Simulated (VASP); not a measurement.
# P (P4/mmm) in VASP: a series of runs

P is run at these levels: PBE; tasks: electric field gradients.

Program: VASP 6.6.1. These are calculated values, not measurements. Logs are shortened: lines on timing, memory, paths and dates and some standing lists are left out, and cuts for length are marked.

## Step 1: The cell of the first run

It takes space group P4/mmm (No. 123, tetragonal). Conventional cell: a = 4.186 Å, b = 4.186 Å, c = 4.289 Å, α = 90.00°, β = 90.00°, γ = 90.00°. P (site symmetry 4/mmm) has 6 P at 4.19 to 4.29 Å within 5.5 Å.

## Step 2: Electric field gradients, PBE (75.18 Å³/atom)

INCAR reads:

```
SYSTEM = P
PREC = Accurate
ENCUT = 520
EDIFF = 1E-8
ISMEAR = -1
SIGMA = 0.03
LREAL = .FALSE.
LASPH = .TRUE.
NELM = 100
ALGO = Normal
ISIF = 2
LWAVE = .FALSE.
LCHARG = .FALSE.
GGA = PE
LEFG = .TRUE.
NBANDS = 8
```

KPOINTS reads:

```
regular mesh
0
G
  8 8 8
  0 0 0
```

POSCAR reads:

```
P
1.0
    4.1864202522      0.0000000000      0.0000000000
    0.0000000000      4.1864202522      0.0000000000
    0.0000000000      0.0000000000      4.2893882442
P
1
Direct
    0.0000000000      0.0000000000      0.0000000000
```

Potentials or basis: VASP PAW PBE potentials, release 64 (P).

Launch:

```console
> cat potpaw_PBE.64/P/POTCAR > POTCAR
> mpirun -np 1 vasp_std > vasp.out
```

OUTCAR:

```text
SYSTEM = P
   PREC = Accurate
   ENCUT = 520
   EDIFF = 1E-8
   ISMEAR = -1
   LREAL = .FALSE.
   LASPH = .TRUE.
   NELM = 100
   ISIF = 2
   GGA = PE

 ion  position               nearest neighbor table
   1  0.000  0.000  0.000-

  LATTYP: Found a simple tetragonal cell.
 ALAT       =     4.1864202522
 C/A-ratio  =     1.0245957132

  Lattice vectors:

 A1 = (   4.1864202522,   0.0000000000,   0.0000000000)
 A2 = (   0.0000000000,   4.1864202522,   0.0000000000)
 A3 = (   0.0000000000,   0.0000000000,   4.2893882442)

Analysis of symmetry for initial positions (statically):
=====================================================================
 Subroutine PRICEL returns:
 Original cell was already a primitive cell.

 Routine SETGRP: Setting up the symmetry group for a
 simple tetragonal supercell.

 Subroutine GETGRP returns: Found 16 space group operations
 (whereof 16 operations were pure point group operations)
 out of a pool of 16 trial point group operations.

The static configuration has the point symmetry D_4h.

Analysis of symmetry for dynamics (positions and initial velocities):
=====================================================================
 Subroutine PRICEL returns:
 Original cell was already a primitive cell.

 Routine SETGRP: Setting up the symmetry group for a
 simple tetragonal supercell.

 Subroutine GETGRP returns: Found 16 space group operations
 (whereof 16 operations were pure point group operations)
 out of a pool of 16 trial point group operations.

The dynamic configuration has the point symmetry D_4h.

 Subroutine INISYM returns: Found 16 space group operations
 (whereof 16 operations are pure point group operations),
 and found     1 'primitive' translations

----------------------------------------------------------------------------------------

                                     Primitive cell

  volume of cell :      75.1763

  direct lattice vectors                    reciprocal lattice vectors
     4.186420252  0.000000000  0.000000000     0.238867562  0.000000000  0.000000000
     0.000000000  4.186420252  0.000000000     0.000000000  0.238867562  0.000000000
     0.000000000  0.000000000  4.289388244     0.000000000  0.000000000  0.233133478

  length of vectors
     4.186420252  4.186420252  4.289388244     0.238867562  0.238867562  0.233133478

  position of ions in fractional coordinates (direct lattice)
     0.000000000  0.000000000  0.000000000

  ion indices of the primitive-cell ions
   primitive index   ion index
                 1           1

----------------------------------------------------------------------------------------

 KPOINTS: regular mesh

Automatic generation of k-mesh.
 Grid dimensions read from file:
 generate k-points for:    8    8    8

 Generating k-lattice:

  Cartesian coordinates                     Fractional coordinates (reciprocal lattice)
     0.029858445  0.000000000  0.000000000     0.125000000  0.000000000  0.000000000
     0.000000000  0.029858445  0.000000000     0.000000000  0.125000000  0.000000000
     0.000000000  0.000000000  0.029141685     0.000000000  0.000000000  0.125000000

  Length of vectors
     0.029858445  0.029858445  0.029141685

  Shift w.r.t. Gamma in fractional coordinates (k-lattice)
     0.000000000  0.000000000  0.000000000

 Subroutine IBZKPT returns following result:
 ===========================================

 Found     75 irreducible k-points:

 Following reciprocal coordinates:
            Coordinates               Weight
  0.000000  0.000000  0.000000      1.000000
  0.125000  0.000000  0.000000      4.000000
  0.250000  0.000000  0.000000      4.000000
  0.375000  0.000000  0.000000      4.000000
  0.500000  0.000000  0.000000      2.000000
  0.125000  0.125000  0.000000      4.000000
[... 16 lines left out ...]
  0.375000  0.125000  0.125000     16.000000
  0.500000  0.125000  0.125000      8.000000
 [... further k-points ...]
   k-points           NKPTS =     75   k-points in BZ     NKDIM =     75   number of bands    NBANDS=      8
   number of dos      NEDOS =    301   number of ions     NIONS =      1
   total plane-waves  NPLWV =  32768
   dimension x,y,z NGX =    32 NGY =   32 NGZ =   32
   dimension x,y,z NGXF=    64 NGYF=   64 NGZF=   64
   ions per type =               1
   NGX,Y,Z   is equivalent  to a cutoff of  12.71, 12.71, 12.40 a.u.
   NGXF,Y,Z  is equivalent  to a cutoff of  25.41, 25.41, 24.80 a.u.
 SYSTEM =  P
   PREC   = accura    normal or accurate (medium, high low for compatibility)
   ISTART =      0    job   : 0-new  1-cont  2-samecut
   ICHARG =      2    charge: 1-file 2-atom 10-const
   ISPIN  =      1    spin polarized calculation?
   LNONCOLLINEAR =      F non collinear calculations
   LSORBIT =      F    spin-orbit coupling
   LASPH  =      T    aspherical Exc in radial PAW
   ENCUT  =  520.0 eV  38.22 Ry    6.18 a.u.   7.78  7.78  7.98*2*pi/ulx,y,z
   NELM   =    100;   NELMIN=  2; NELMDL= -5     # of ELM steps
   EDIFF  = 0.1E-07   stopping-criterion for ELM
   LREAL  =      F    real-space projection
   EDIFFG = 0.1E-06   stopping-criterion for IOM
   NSW    =      0    number of steps for IOM
   IBRION =     -1    ionic relax: 0-MD 1-quasi-New 2-CG
   NFREE  =      0    steps in history (QN), initial steepest desc. (CG)
   ISIF   =      2    stress and relaxation
   ISYM   =      2    0-nonsym 1-usesym 2-fastsym
   POTIM  = 0.5000    time-step for ionic-motion
   TEBEG  =    0.0;   TEEND  =   0.0 temperature during run
   PSTRESS=    0.0 pullay stress
   NELECT =       5.0000    total number of electrons
   NUPDOWN=      -1.0000    fix difference up-down
   EMIN   =  10.00;   EMAX   =-10.00  energy-range for DOS
   EFERMI =   0.00;   METHOD = LEGACY
   ISMEAR =    -1;   SIGMA  =   0.03  broadening in eV -4-tet -1-fermi 0-gaus
   EFERMI_NEDOS =   21; number of points for ismear=-14 and -15
   IALGO  =     38    algorithm
   IMIX   =      4    mixing-type and parameters
     AMIX     =   0.40;   BMIX     =  1.00
     AMIX_MAG =   1.60;   BMIX_MAG =  1.00
  volume/ion in A,a.u.               =      75.18       507.31
  Fermi-wavevector in a.u.,A,eV,Ry     =   0.663292  1.253439  5.985961  0.439956
  Thomas-Fermi vector in A             =   1.736625
   LORBIT       =      0    0 simple, 1 ext, 2 COOP (PROOUT), +10 PAW based schemes
   GGA     = PE    functional components
   LHFCALC =     F    Hartree Fock is set to
   AEXX    =    0.0000 exact exchange contribution
   IVDW    =     0    specifies the selected vdW correction
   LEPSILON=     F    determine dielectric tensor
   LRPA    =     F    only Hartree local field effects (RPA)
 non-spin polarized calculation
  energy-cutoff  :      520.00
  volume of cell :       75.18
 maximum number of plane-waves:      2042
 NGX is ok and might be reduce to    32
   NGX = 15   NGY = 15   NGZ = 15

 number of electron       5.0000000 magnetization

 Free energy of the ion-electron system (eV)
  ---------------------------------------------------
  ext. energy  EPLUGINS =         0.00000000
  ---------------------------------------------------
  free energy    TOTEN  =        -1.24370157 eV

  energy without entropy =       -1.23017107  energy(sigma->0) =       -1.23693632

 E-fermi :  -2.8912     XC(G=0):  -5.1266

 val. band max:       -2.8925431279   @ k =   0.3750   0.1250   0.2500
 cond. band min:      -2.8824783644   @ k =   0.5000   0.0000   0.2500
 fundamental gap:      0.0100647635
 Fermi energy:        -2.8911864223

 k-point     1 :       0.0000    0.0000    0.0000
  band No.  band energies     occupation
      1     -11.6934      2.00000
      2      -2.3977      0.00000
      3      -2.2805      0.00000
      4      -2.2805      0.00000
      5       1.9195      0.00000
      6       4.6567      0.00000
      7       4.7410      0.00000
      8       9.3790      0.00000

 k-point     2 :       0.1250    0.0000    0.0000
  band No.  band energies     occupation
      1     -11.6656      2.00000
      2      -2.5653      0.00004
      3      -2.3739      0.00000
      4      -2.2577      0.00000
      5       2.1831      0.00000
      6       4.7596      0.00000
      7       5.0029      0.00000
      8       8.5677      0.00000
[... 221 lines left out ...]
 k-point    23 :       0.3750    0.1250    0.1250
  band No.  band energies     occupation
      1     -11.4769      2.00000
      2      -3.5393      2.00000
      3      -2.4507      0.00000
      4      -2.3621      0.00000
      5       3.7874      0.00000
      6       5.1389      0.00000
      7       5.6557      0.00000
      8       6.4706      0.00000

 k-point    24 :       0.5000    0.1250    0.1250
  band No.  band energies     occupation
      1     -11.4466      2.00000
      2      -3.7148      2.00000
      3      -2.4193      0.00000
      4      -2.3327      0.00000
      5       4.4269      0.00000
      6       4.4420      0.00000
      7       5.8858      0.00000
      8       6.1019      0.00000

 [... further k-points ...]
[... 5 lines left out ...]
  --------------------------------------------------------------------------------------
  -------------------------------------------------------------------------------------
  Total       -1.9923465     -1.9923465     -1.8047798      0.0000000      0.0000000      0.0000000
  in kB      -42.4614144    -42.4614144    -38.4639426      0.0000000      0.0000000      0.0000000
  external PRESSURE =     -41.1289238 kB  Pullay stress =       0.0000000 kB

 VOLUME and BASIS-vectors are now :
 -----------------------------------------------------------------------------
  energy-cutoff  :      520.00
  volume of cell :       75.18
      direct lattice vectors                 reciprocal lattice vectors
     4.186420252  0.000000000  0.000000000     0.238867562  0.000000000  0.000000000
     0.000000000  4.186420252  0.000000000     0.000000000  0.238867562  0.000000000
     0.000000000  0.000000000  4.289388244     0.000000000  0.000000000  0.233133478

 POSITION                                       TOTAL-FORCE (eV/Angst)
 -----------------------------------------------------------------------------------
      0.00000      0.00000      0.00000         0.000000      0.000000      0.000000
 -----------------------------------------------------------------------------------
    total drift:                                0.000000     -0.000000      0.000000

  FREE ENERGIE OF THE ION-ELECTRON SYSTEM (eV)
  ---------------------------------------------------
  free  energy   TOTEN  =        -1.2437015739 eV

  energy  without entropy=       -1.2301710652  energy(sigma->0) =       -1.23693632

 Electric field gradients (V/A^2)
---------------------------------------------------------------------
 ion       V_xx      V_yy      V_zz      V_xy      V_xz      V_yz
---------------------------------------------------------------------
   1       0.332     0.332    -0.665    -0.000     0.000    -0.000
---------------------------------------------------------------------

 Electric field gradients after diagonalization (V/A^2)
 (convention: |V_zz| > |V_xx| > |V_yy|)
----------------------------------------------------------------------
 ion       V_xx      V_yy      V_zz     asymmetry (V_yy - V_xx)/ V_zz
----------------------------------------------------------------------
   1       0.332     0.332    -0.665       0.000
----------------------------------------------------------------------

           NMR quadrupolar parameters

 Cq : quadrupolar parameter    Cq=e*Q*V_zz/h
 eta: asymmetry parameters     (V_yy - V_xx)/ V_zz
 Q  : nuclear electric quadrupole moment in mb (millibarn)
----------------------------------------------------------------------
 ion       Cq(MHz)       eta       Q (mb)
----------------------------------------------------------------------
   1      -0.002       0.000       1.000
----------------------------------------------------------------------
```

It took 29 s on 1 thread of Intel Xeon 8259CL, shared host; peak memory 0.18 GiB.

What came out:

| Property | Result |
| --- | --- |
| Free energy | -1.2437 eV |
| Pressure | -4.1 GPa |
| Band gap on the k mesh | zero (an odd number of electrons rules out a gap without spin polarisation) |
| Largest electric field gradient by atom | P -0.7 V/Å² |

Electric field gradients, principal values (V/Å²):
```
atom  least  middle  greatest (by size)
 1 P  0.332   0.332              -0.665
```

Caveat: the cell stands under tension; without QUAD_EFG the Cq values of the log hold for a quadrupole moment of 1 mb, not for the nuclei.

## Step 3: Electric field gradients, PBE (77.53 Å³/atom)

This run uses another cell than the first one, of 77.53 Å³/atom.

INCAR reads:

```
  ALGO = Normal
  EDIFF = 1E-8
  ENCUT = 520
  GGA = PE
  ISIF = 2
  ISMEAR = -1
  LASPH = True
  LCHARG = False
  LEFG = True
  LREAL = False
  LWAVE = False
  NBANDS = 8
  NELM = 80
  PREC = Accurate
  SIGMA = 0.03
```

KPOINTS reads:

```
k-points
0
Gamma
  8 8 8
```

POSCAR reads:

```
P
1.0
    4.2297412512      0.0000000000      0.0000000000
    0.0000000000      4.2297412512      0.0000000000
    0.0000000000      0.0000000000      4.3337747541
P
1
Direct
    0.0000000000      0.0000000000      0.0000000000
```

Potentials or basis: VASP PAW PBE potentials, release 64 (P).

Launch:

```console
> cat potpaw_PBE.64/P/POTCAR > POTCAR
> mpirun -np 1 vasp_std > vasp.out
```

OUTCAR:

```text
EDIFF = 1E-8
   ENCUT = 520
   GGA = PE
   ISIF = 2
   ISMEAR = -1
   LASPH = True
   LREAL = False
   NELM = 80
   PREC = Accurate

 ion  position               nearest neighbor table
   1  0.000  0.000  0.000-

  LATTYP: Found a simple tetragonal cell.
 ALAT       =     4.2297412512
 C/A-ratio  =     1.0245957132

  Lattice vectors:

 A1 = (   4.2297412512,   0.0000000000,   0.0000000000)
[... 470 lines left out ...]
 -----------------------------------------------------------------------------------
    total drift:                                0.000000     -0.000000      0.000000

  FREE ENERGIE OF THE ION-ELECTRON SYSTEM (eV)
  ---------------------------------------------------
  free  energy   TOTEN  =        -1.1852181888 eV

  energy  without entropy=       -1.1711761835  energy(sigma->0) =       -1.17819719

 Electric field gradients (V/A^2)
---------------------------------------------------------------------
 ion       V_xx      V_yy      V_zz      V_xy      V_xz      V_yz
---------------------------------------------------------------------
   1       0.323     0.323    -0.646    -0.000     0.000    -0.000
---------------------------------------------------------------------

 Electric field gradients after diagonalization (V/A^2)
 (convention: |V_zz| > |V_xx| > |V_yy|)
----------------------------------------------------------------------
 ion       V_xx      V_yy      V_zz     asymmetry (V_yy - V_xx)/ V_zz
----------------------------------------------------------------------
   1       0.323     0.323    -0.646       0.000
----------------------------------------------------------------------

           NMR quadrupolar parameters

 Cq : quadrupolar parameter    Cq=e*Q*V_zz/h
 eta: asymmetry parameters     (V_yy - V_xx)/ V_zz
 Q  : nuclear electric quadrupole moment in mb (millibarn)
----------------------------------------------------------------------
 ion       Cq(MHz)       eta       Q (mb)
----------------------------------------------------------------------
   1      -0.002       0.000       1.000
----------------------------------------------------------------------
```

OSZICAR:

```text
N       E                     dE             d eps       ncg     rms          rms(c)
DAV:   1     0.833686289466E+01    0.83369E+01   -0.13201E+03  1200   0.365E+02
DAV:   2    -0.708089172606E+00   -0.90450E+01   -0.88864E+01  1656   0.468E+01
DAV:   3    -0.119760439864E+01   -0.48952E+00   -0.46638E+00  1416   0.111E+01
DAV:   4    -0.120181610167E+01   -0.42117E-02   -0.42091E-02  2096   0.125E+00
DAV:   5    -0.120182802379E+01   -0.11922E-04   -0.11922E-04  1624   0.431E-02    0.552E-01
DAV:   6    -0.118736495136E+01    0.14463E-01   -0.25776E-02  1664   0.600E-01    0.279E-01
DAV:   7    -0.118451114037E+01    0.28538E-02   -0.23964E-02  1472   0.607E-01    0.141E-01
DAV:   8    -0.118519520220E+01   -0.68406E-03   -0.86236E-04  1672   0.160E-01    0.188E-02
DAV:   9    -0.118520292772E+01   -0.77255E-05   -0.41319E-06  1880   0.143E-02    0.677E-03
DAV:  10    -0.118521658020E+01   -0.13652E-04   -0.11829E-05  1408   0.207E-02    0.184E-03
DAV:  11    -0.118521802875E+01   -0.14486E-05   -0.20491E-06  1488   0.828E-03    0.845E-04
DAV:  12    -0.118521810315E+01   -0.74399E-07   -0.55056E-08  1736   0.120E-03    0.229E-04
DAV:  13    -0.118521817953E+01   -0.76374E-07   -0.92926E-08  1424   0.177E-03    0.110E-04
DAV:  14    -0.118521818877E+01   -0.92398E-08   -0.70070E-10  2024   0.148E-04
   1 F= -.11852182E+01 E0= -.11781972E+01  d E =-.140420E-01
```

Wall time 32 s (1 thread of Intel Xeon 8259CL, shared host); peak memory 0.19 GiB.

Results:

```
Free energy                             : -1.1852 eV
Pressure                                : -3.9 GPa
Band gap on the k mesh                  : zero (an odd number of electrons rules out a gap without spin polarisation)
Largest electric field gradient by atom : P -0.6 V/Å²
```

Electric field gradients, principal values (V/Å²):
```csv
atom,least,middle,greatest (by size)
1 P,0.323,0.323,-0.646
```

Caveat: the cell stands under tension; without QUAD_EFG the Cq values of the log hold for a quadrupole moment of 1 mb, not for the nuclei.
